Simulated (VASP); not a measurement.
# SiC (F-43m) in VASP: notebook

The runs below take SiC through vibrations by perturbation theory, with PBE.

Everything below comes from runs of VASP 6.6.1. Logs are shortened: lines on timing, memory, paths and dates and some standing lists are left out, and cuts for length are marked.

## 1. The cell of the first run

The structure is cubic, space group F-43m (No. 216). The conventional cell has a = 4.380 Å, b = 4.380 Å, c = 4.380 Å, α = 90.00°, β = 90.00°, γ = 90.00°. Within 2.5 Å of Si (site symmetry -43m) lie 4 C at 1.90 Å. C (site symmetry -43m) has 4 Si at 1.90 Å within 2.5 Å.

## 2. Vibrations by perturbation theory, PBE

The input, INCAR:

```
PREC = Accurate
ENCUT = 520
EDIFF = 1E-8
ISMEAR = 0
SIGMA = 0.01
LREAL = F
LASPH = T
NELM = 80
ALGO = Normal
ISIF = 2
LWAVE = F
LCHARG = F
GGA = PE
IBRION = 8
NSW = 1
LEPSILON = T
```

The input, KPOINTS:

```
regular mesh
0
Gamma
  10 10 10
```

The input, POSCAR:

```
SiC
1.0
    0.0000000000      2.1898629703      2.1898629703
    2.1898629703      0.0000000000      2.1898629703
    2.1898629703      2.1898629703      0.0000000000
Si C
1 1
Direct
    0.2500000000      0.2500000000      0.2500000000
    0.0000000000      0.0000000000      0.0000000000
```

Potentials or basis: VASP PAW PBE potentials, release 64 (Si, C).

On the command line:

```bash
$ cat potpaw_PBE.64/Si/POTCAR potpaw_PBE.64/C/POTCAR > POTCAR
$ mpirun -np 1 vasp_std > vasp.out
```

OUTCAR:

```text
PREC = Accurate
   ENCUT = 520
   EDIFF = 1E-8
   ISMEAR = 0
   LREAL = F
   LASPH = T
   NELM = 80
   ISIF = 2
   GGA = PE
   IBRION = 8
   NSW = 1
   LEPSILON = T

 ion  position               nearest neighbor table
   1  0.250  0.250  0.250-   2 1.90   2 1.90   2 1.90   2 1.90
   2  0.000  0.000  0.000-   1 1.90   1 1.90   1 1.90   1 1.90

  LATTYP: Found a face centered cubic cell.
 ALAT       =     4.3797259406

  Lattice vectors:

 A1 = (   0.0000000000,   2.1898629703,   2.1898629703)
 A2 = (   2.1898629703,   0.0000000000,   2.1898629703)
 A3 = (   2.1898629703,   2.1898629703,   0.0000000000)

Analysis of symmetry for initial positions (statically):
=====================================================================
 Subroutine PRICEL returns:
 Original cell was already a primitive cell.

 Routine SETGRP: Setting up the symmetry group for a
 face centered cubic supercell.

 Subroutine GETGRP returns: Found 24 space group operations
 (whereof 24 operations were pure point group operations)
 out of a pool of 48 trial point group operations.

The static configuration has the point symmetry T_d .

Analysis of symmetry for dynamics (positions and initial velocities):
=====================================================================
 Subroutine PRICEL returns:
 Original cell was already a primitive cell.

 Routine SETGRP: Setting up the symmetry group for a
 face centered cubic supercell.

 Subroutine GETGRP returns: Found 24 space group operations
 (whereof 24 operations were pure point group operations)
 out of a pool of 48 trial point group operations.

The dynamic configuration has the point symmetry T_d .

 Subroutine INISYM returns: Found 24 space group operations
 (whereof 24 operations are pure point group operations),
 and found     1 'primitive' translations

----------------------------------------------------------------------------------------
[... 494 lines left out ...]
     0.00000  0.00092  7.49642
     0.00000  7.49642  0.00092

 MACROSCOPIC STATIC DIELECTRIC TENSOR (including local field effects in DFT)
 ------------------------------------------------------
           7.040147    -0.000000     0.000000
           0.000000     7.040147     0.000000
           0.000000    -0.000000     7.040147
 ------------------------------------------------------

 PIEZOELECTRIC TENSOR (including local field effects)  for field in x, y, z        (e  Angst)
          XX          YY          ZZ          XY          YZ          ZX
  --------------------------------------------------------------------------------
  x     0.00000    -0.00000    -0.00000     0.00000     1.29113     0.00000
  y     0.00000    -0.00000     0.00000     0.00000     0.00000     1.29113
  z     0.00000     0.00000    -0.00000     1.29113     0.00000     0.00000

 PIEZOELECTRIC TENSOR (including local field effects)  for field in x, y, z        (C/m^2)
          XX          YY          ZZ          XY          YZ          ZX
  --------------------------------------------------------------------------------
  x     0.00000    -0.00000    -0.00000     0.00000     0.98492     0.00000
  y     0.00000    -0.00000     0.00000     0.00000     0.00000     0.98492
  z     0.00000     0.00000    -0.00000     0.98492     0.00000     0.00000

 BORN EFFECTIVE CHARGES (including local field effects) (in |e|, cummulative output)
 ---------------------------------------------------------------------------------
 ion    1
    1     2.68536     0.00000     0.00000
    2     0.00000     2.68536     0.00000
    3     0.00000     0.00000     2.68536
 ion    2
    1    -2.68536    -0.00000    -0.00000
    2     0.00000    -2.68536     0.00000
    3     0.00000     0.00000    -2.68536

 INTERNAL STRAIN TENSOR FOR ION    2 for displacements in x,y,z  (eV/Angst):
          X           Y           Z          XY          YZ          ZX
  --------------------------------------------------------------------------------
  x     0.00000     0.00000     0.00000     0.00000     7.49642     0.00000
  y     0.00000     0.00000     0.00000     0.00000     0.00000     7.49642
  z     0.00000     0.00000     0.00000     7.49642     0.00000     0.00000

 SECOND DERIVATIVES (NOT SYMMETRIZED)
 ------------------------------------
               1X          1Y          1Z          2X          2Y          2Z
  1X   -18.571708    0.000000    0.000000   18.571708    0.000000    0.000000
  1Y     0.000000  -18.571708    0.000000    0.000000   18.571708    0.000000
  1Z     0.000000    0.000000  -18.571708    0.000000    0.000000   18.571708
  2X    18.574821    0.000000    0.000000  -18.574821    0.000000    0.000000
  2Y     0.000000   18.574821    0.000000    0.000000  -18.574821    0.000000
  2Z     0.000000    0.000000   18.574821    0.000000    0.000000  -18.574821

 Eigenvectors and eigenvalues of the dynamical matrix
 ----------------------------------------------------

   1 f  =   23.228752 THz   145.950550 2PiTHz  774.827749 cm-1    96.066354 meV
             X         Y         Z           dx          dy          dz
      1.094931  1.094931  1.094931     0.000000    0.547285    0.000000
      0.000000  0.000000  0.000000     0.000000   -0.836946    0.000000
[... 21 lines left out ...]
   6 f/i=    0.000891 THz     0.005601 2PiTHz    0.029737 cm-1     0.003687 meV
             X         Y         Z           dx          dy          dz
      1.094931  1.094931  1.094931     0.000000    0.000000    0.836946
      0.000000  0.000000  0.000000     0.000000    0.000000    0.547285

--------------------------------------------------------------------------------------------------------

 MACROSCOPIC STATIC DIELECTRIC TENSOR IONIC CONTRIBUTION
 ------------------------------------------------------
           3.345036     0.000000     0.000000
           0.000000     3.345036     0.000000
           0.000000     0.000000     3.345036
 ------------------------------------------------------

 ELASTIC MODULI CONTR FROM IONIC RELAXATION (kBar)
 Direction    XX          YY          ZZ          XY          YZ          ZX
 --------------------------------------------------------------------------------
 XX          -0.0000      0.0000      0.0000      0.0000      0.0000      0.0000
 YY           0.0000     -0.0000      0.0000      0.0000      0.0000     -0.0000
 ZZ           0.0000      0.0000     -0.0000      0.0000      0.0000      0.0000
 XY           0.0000      0.0000      0.0000   -210.1453      0.0000      0.0000
 YZ           0.0000      0.0000      0.0000      0.0000   -210.1453      0.0000
 ZX           0.0000     -0.0000      0.0000      0.0000      0.0000   -210.1453
 --------------------------------------------------------------------------------

 PIEZOELECTRIC TENSOR IONIC CONTR  for field in x, y, z        (C/m^2)
          XX          YY          ZZ          XY          YZ          ZX
  --------------------------------------------------------------------------------
  x     0.00000    -0.00000     0.00000    -0.00000    -0.78892    -0.00000
  y     0.00000    -0.00000     0.00000     0.00000     0.00000    -0.78892
  z     0.00000     0.00000     0.00000    -0.78892     0.00000     0.00000
```

Run time: 1.7 min. Hardware: 1 thread of AMD EPYC 9R45 (Zen 5), shared host; peak memory 0.17 GiB.

Results:

* Electronic dielectric tensor (diagonal): 7.04
* Born charges (mean of the diagonal): Si +2.69; C -2.69 e
* Highest phonon frequency at Γ, LO-TO splitting left out: 775 cm⁻¹

Phonon frequencies in cm⁻¹ (negative: imaginary):
```csv
q point,frequencies
"(0.000, 0.000, 0.000)",0 0 0 775 775 775
```

Electronic dielectric tensor:
```
7.04 0.00 0.00
0.00 7.04 0.00
0.00 0.00 7.04
```

Born effective charge tensors (e):
atom 1, Si
```
2.69 0.00 0.00
0.00 2.69 0.00
0.00 0.00 2.69
```
atom 2, C
```
-2.69  0.00  0.00
 0.00 -2.69  0.00
 0.00  0.00 -2.69
```

## 3. Vibrations by perturbation theory, PBE

INCAR is that of step 2.

KPOINTS is that of step 2.

The input, POSCAR:

```
SiC
1.0
    0.0000000000      2.1898629720      2.1898629720
    2.1898629720      0.0000000000      2.1898629720
    2.1898629720      2.1898629720      0.0000000000
Si C
1 1
Direct
    0.2500000000      0.2500000000      0.2500000000
    0.0000000000      0.0000000000      0.0000000000
```

Potentials or basis: VASP PAW PBE potentials, release 64 (Si, C).

On the command line:

```bash
$ cat potpaw_PBE.64/Si/POTCAR potpaw_PBE.64/C/POTCAR > POTCAR
$ mpirun -np 1 vasp_std > vasp.out
```

OUTCAR:

```text
PREC = Accurate
   ENCUT = 520
   EDIFF = 1E-8
   ISMEAR = 0
   LREAL = F
   LASPH = T
   NELM = 80
   ISIF = 2
   GGA = PE
   IBRION = 8
   NSW = 1
   LEPSILON = T

 ion  position               nearest neighbor table
   1  0.250  0.250  0.250-   2 1.90   2 1.90   2 1.90   2 1.90
   2  0.000  0.000  0.000-   1 1.90   1 1.90   1 1.90   1 1.90

  LATTYP: Found a face centered cubic cell.
 ALAT       =     4.3797259440

  Lattice vectors:

 A1 = (   0.0000000000,   2.1898629720,   2.1898629720)
 A2 = (   2.1898629720,   0.0000000000,   2.1898629720)
 A3 = (   2.1898629720,   2.1898629720,   0.0000000000)

Analysis of symmetry for initial positions (statically):
=====================================================================
 Subroutine PRICEL returns:
 Original cell was already a primitive cell.

 Routine SETGRP: Setting up the symmetry group for a
 face centered cubic supercell.

 Subroutine GETGRP returns: Found 24 space group operations
 (whereof 24 operations were pure point group operations)
 out of a pool of 48 trial point group operations.

The static configuration has the point symmetry T_d .

Analysis of symmetry for dynamics (positions and initial velocities):
=====================================================================
 Subroutine PRICEL returns:
 Original cell was already a primitive cell.

 Routine SETGRP: Setting up the symmetry group for a
 face centered cubic supercell.

 Subroutine GETGRP returns: Found 24 space group operations
 (whereof 24 operations were pure point group operations)
 out of a pool of 48 trial point group operations.

The dynamic configuration has the point symmetry T_d .

 Subroutine INISYM returns: Found 24 space group operations
 (whereof 24 operations are pure point group operations),
 and found     1 'primitive' translations

----------------------------------------------------------------------------------------

                                     Primitive cell

  volume of cell :      21.0030

  direct lattice vectors                    reciprocal lattice vectors
     0.000000000  2.189862972  2.189862972    -0.228324789  0.228324789  0.228324789
     2.189862972  0.000000000  2.189862972     0.228324789 -0.228324789  0.228324789
     2.189862972  2.189862972  0.000000000     0.228324789  0.228324789 -0.228324789

  length of vectors
     3.096933915  3.096933915  3.096933915     0.395470134  0.395470134  0.395470134

  position of ions in fractional coordinates (direct lattice)
     0.250000000  0.250000000  0.250000000
     0.000000000  0.000000000  0.000000000

  ion indices of the primitive-cell ions
   primitive index   ion index
[... 451 lines left out ...]
    -0.00048  0.98679  0.00000
     0.98679 -0.00048  0.00000
     0.00000  0.00000  0.00057

--------------------------------------- Ionic step        4  -------------------------------------------

------------------------ aborting loop because EDIFF is reached ----------------------------------------

[... ionic steps 5 to 6 ...]

--------------------------------------- Ionic step        7  -------------------------------------------

 Free energy of the ion-electron system (eV)
  ---------------------------------------------------
  ---------------------------------------------------
  free energy    TOTEN  =        -0.12459081 eV

  energy without entropy =       -0.12459081

------------------------ aborting loop because EDIFF is reached ----------------------------------------

 INTERNAL STRAIN TENSOR  FOR ION    2  DIRECTION 1   (eV/Angst):
 -----------------------------------------------------------------------------
    -0.00281  0.00000  0.00000
     0.00000  0.00085  7.49654
     0.00000  7.49654  0.00085

 MACROSCOPIC STATIC DIELECTRIC TENSOR (including local field effects in DFT)
 ------------------------------------------------------
           7.040147     0.000000    -0.000000
          -0.000000     7.040147     0.000000
           0.000000    -0.000000     7.040147
 ------------------------------------------------------

 PIEZOELECTRIC TENSOR (including local field effects)  for field in x, y, z        (e  Angst)
          XX          YY          ZZ          XY          YZ          ZX
  --------------------------------------------------------------------------------
  x    -0.00000    -0.00000    -0.00000     0.00000     1.29113     0.00000
  y     0.00000    -0.00000     0.00000     0.00000     0.00000     1.29113
  z    -0.00000    -0.00000     0.00000     1.29113     0.00000     0.00000

 PIEZOELECTRIC TENSOR (including local field effects)  for field in x, y, z        (C/m^2)
          XX          YY          ZZ          XY          YZ          ZX
  --------------------------------------------------------------------------------
  x    -0.00000    -0.00000    -0.00000     0.00000     0.98492     0.00000
  y     0.00000    -0.00000     0.00000     0.00000     0.00000     0.98492
  z    -0.00000    -0.00000     0.00000     0.98492     0.00000     0.00000

 BORN EFFECTIVE CHARGES (including local field effects) (in |e|, cummulative output)
 ---------------------------------------------------------------------------------
 ion    1
    1     2.68536    -0.00000    -0.00000
    2     0.00000     2.68536    -0.00000
    3    -0.00000     0.00000     2.68536
 ion    2
    1    -2.68536     0.00000     0.00000
    2    -0.00000    -2.68536     0.00000
    3     0.00000    -0.00000    -2.68536

 INTERNAL STRAIN TENSOR FOR ION    2 for displacements in x,y,z  (eV/Angst):
          X           Y           Z          XY          YZ          ZX
  --------------------------------------------------------------------------------
  x     0.00000    -0.00000    -0.00000     0.00000     7.49654     0.00000
  y    -0.00000    -0.00000    -0.00000     0.00000     0.00000     7.49654
  z    -0.00000    -0.00000     0.00000     7.49654     0.00000     0.00000

 SECOND DERIVATIVES (NOT SYMMETRIZED)
 ------------------------------------
               1X          1Y          1Z          2X          2Y          2Z
  1X   -18.571695    0.000000    0.000000   18.571695    0.000000    0.000000
  1Y     0.000000  -18.571695    0.000000    0.000000   18.571695    0.000000
  1Z     0.000000    0.000000  -18.571695    0.000000    0.000000   18.571695
  2X    18.574797    0.000000    0.000000  -18.574797    0.000000    0.000000
  2Y     0.000000   18.574797    0.000000    0.000000  -18.574797    0.000000
  2Z     0.000000    0.000000   18.574797    0.000000    0.000000  -18.574797

 Eigenvectors and eigenvalues of the dynamical matrix
 ----------------------------------------------------

   1 f  =   23.228739 THz   145.950470 2PiTHz  774.827324 cm-1    96.066301 meV
             X         Y         Z           dx          dy          dz
      1.094931  1.094931  1.094931    -0.547285    0.000000    0.000000
      0.000000  0.000000  0.000000     0.836946    0.000000    0.000000
[... 21 lines left out ...]
   6 f/i=    0.000889 THz     0.005584 2PiTHz    0.029643 cm-1     0.003675 meV
             X         Y         Z           dx          dy          dz
      1.094931  1.094931  1.094931    -0.836946    0.000000    0.000000
      0.000000  0.000000  0.000000    -0.547285    0.000000    0.000000

--------------------------------------------------------------------------------------------------------

 MACROSCOPIC STATIC DIELECTRIC TENSOR IONIC CONTRIBUTION
 ------------------------------------------------------
           3.345039    -0.000000    -0.000000
          -0.000000     3.345039    -0.000000
          -0.000000    -0.000000     3.345039
 ------------------------------------------------------

 ELASTIC MODULI CONTR FROM IONIC RELAXATION (kBar)
 Direction    XX          YY          ZZ          XY          YZ          ZX
 --------------------------------------------------------------------------------
 XX          -0.0000      0.0000      0.0000      0.0000     -0.0000     -0.0000
 YY           0.0000     -0.0000      0.0000      0.0000      0.0000      0.0000
 ZZ           0.0000      0.0000     -0.0000     -0.0000      0.0000     -0.0000
 XY           0.0000      0.0000     -0.0000   -210.1526      0.0000     -0.0000
 YZ          -0.0000      0.0000      0.0000      0.0000   -210.1526      0.0000
 ZX          -0.0000      0.0000     -0.0000     -0.0000      0.0000   -210.1526
 --------------------------------------------------------------------------------

 PIEZOELECTRIC TENSOR IONIC CONTR  for field in x, y, z        (C/m^2)
          XX          YY          ZZ          XY          YZ          ZX
  --------------------------------------------------------------------------------
  x    -0.00000     0.00000     0.00000     0.00000    -0.78893     0.00000
  y    -0.00000     0.00000    -0.00000    -0.00000     0.00000    -0.78893
  z     0.00000     0.00000    -0.00000    -0.78893     0.00000     0.00000
```

Wall time 77 s (1 thread of Intel Xeon 6975P-C (Granite Rapids), shared host); peak memory 0.19 GiB.

What came out:

| Quantity | Value |
| --- | --- |
| Electronic dielectric tensor (diagonal) | 7.04 |
| Born charges (mean of the diagonal) | Si +2.69; C -2.69 e |
| Highest phonon frequency at Γ, LO-TO splitting left out | 775 cm⁻¹ |

Phonon frequencies in cm⁻¹ (negative: imaginary):
```csv
q point,frequencies
"(0.000, 0.000, 0.000)",0 0 0 775 775 775
```

Electronic dielectric tensor:
```
7.04 0.00 0.00
0.00 7.04 0.00
0.00 0.00 7.04
```

Born effective charge tensors (e):
atom 1, Si
```
2.69 0.00 0.00
0.00 2.69 0.00
0.00 0.00 2.69
```
atom 2, C
```
-2.69  0.00  0.00
 0.00 -2.69  0.00
 0.00  0.00 -2.69
```

(Part 1 of 2 ends here.)
